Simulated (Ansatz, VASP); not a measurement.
# One calculation of ZnS, two programs

Contents of INCAR:

```
PREC = Accurate
ENCUT = 520
EDIFF = 1E-6
ISMEAR = 0
SIGMA = 0.05
LREAL = False
LASPH = True
NELM = 60
ALGO = Normal
ISIF = 2
LWAVE = False
LCHARG = False
GGA = PE
NBANDS = 46
```

Contents of KPOINTS:

```
Automatic mesh
0
Gamma
  8 8 2
```

POSCAR

```
ZnS
1.0
   -3.8467234434      0.0000000000      0.0000000000
   -1.9233617217     -3.3313602233      0.0000000000
   -5.2894370708     -3.0538579167     12.5902250239
Zn S
4 4
Direct
   -0.6015846930     -0.6015846930      0.6562503469
   -0.1432346930     -0.1432346930      0.1562503469
   -0.4974026784     -0.4974026784      0.9062245137
    0.2942806550      0.2942806550      0.4062245137
   -0.7732270060     -0.7732270060      0.8434896978
   -0.3148770060      0.6851229940      0.3434896978
    0.2473143841      0.2473143841      0.0938354415
    0.1222977174      0.1222977174      0.5938354415
```

Input for Ansatz:

```yaml
crystal:
  lattice:
    - [-3.8467234434, 0.0, 0.0]
    - [-1.9233617217, -3.3313602233, 0.0]
    - [-5.2894370708, -3.0538579167, 12.5902250239]
  atoms:
    - { symbol: Zn, position: [-0.601584693, -0.601584693, 0.6562503469] }
    - { symbol: Zn, position: [-0.143234693, -0.143234693, 0.1562503469] }
    - { symbol: Zn, position: [-0.4974026784, -0.4974026784, 0.9062245137] }
    - { symbol: Zn, position: [0.294280655, 0.294280655, 0.4062245137] }
    - { symbol: S, position: [-0.773227006, -0.773227006, 0.8434896978] }
    - { symbol: S, position: [-0.314877006, 0.685122994, 0.3434896978] }
    - { symbol: S, position: [0.2473143841, 0.2473143841, 0.0938354415] }
    - { symbol: S, position: [0.1222977174, 0.1222977174, 0.5938354415] }
basis:
  ecutwfc: 420
kpoints:
  mp_grid: { grid: [8, 8, 2] }
hamiltonian:
  xc: pbe
scf:
  occupations: { method: gaussian, width: 0.05 }
output:
  forces: true
  stress: true
  eigenvalues: true
```

Alike in both runs: task single point; functional PBE; k mesh 8 × 8 × 2; occupations gaussian, width 0.05 eV; no spin polarisation.

|  | VASP | Ansatz |
| --- | --- | --- |
| version | VASP 6.6.1 | Ansatz 0.2.0 |
| potentials or method | VASP PAW PBE potentials, release 64 (Zn, S), cutoff 520 eV | scalar-relativistic, plane waves, PAW |
| valence electrons in the cell | 72 | 72 |

|  | VASP | Ansatz | Ansatz less VASP |
| --- | --- | --- | --- |
| gap on the k mesh at the Fermi level (eV) | 1.91 | 1.91 | -0.004 |
| least direct gap on the mesh (eV) | 1.91 | 1.91 | -0.004 |
| pressure (GPa) | 0.0 | -0.1 | -0.13 |
| traceless stress, the component that is largest in VASP (GPa) | -1.08 | -1.08 | -0.003 |
| rms of the force components (eV/Å) | 0.115 | 0.114 | -0.0001 |

Atom by atom the forces differ by 0.001 eV/Å (rms over components).
